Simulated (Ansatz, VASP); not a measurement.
# One calculation of SnO2, two programs

```
CELL_PARAMETERS angstrom
-2.00007 2.00007 5.12368
2.00007 -2.00007 5.12368
2.00007 2.00007 -5.12368
ATOMIC_POSITIONS crystal
Sn 0.75000 0.25000 0.50000
Sn 0.00000 0.00000 0.00000
O 0.79652 0.79652 0.00000
O 0.95348 0.45348 0.50000
O 0.20348 0.20348 0.00000
O 0.55152 0.04652 0.50500
```

Alike in both runs: task single point; functional PBE; k mesh 6 × 6 × 6; no spin polarisation.

|  | VASP | Ansatz |
| --- | --- | --- |
| version | VASP 6.6.1 | Ansatz 0.2.0 |
| potentials or method | VASP PAW PBE potentials, release 64 (Sn_d, O), cutoff 520 eV | plane waves, PAW |
| occupations | gaussian, width 0.01 eV | fixed |
| valence electrons in the cell | 52 | 52 |

VASP gave:

```
gap on the k mesh at the Fermi level (eV) : 1.64
```

Which values does Ansatz return?

gap on the k mesh at the Fermi level (eV): 1.66.
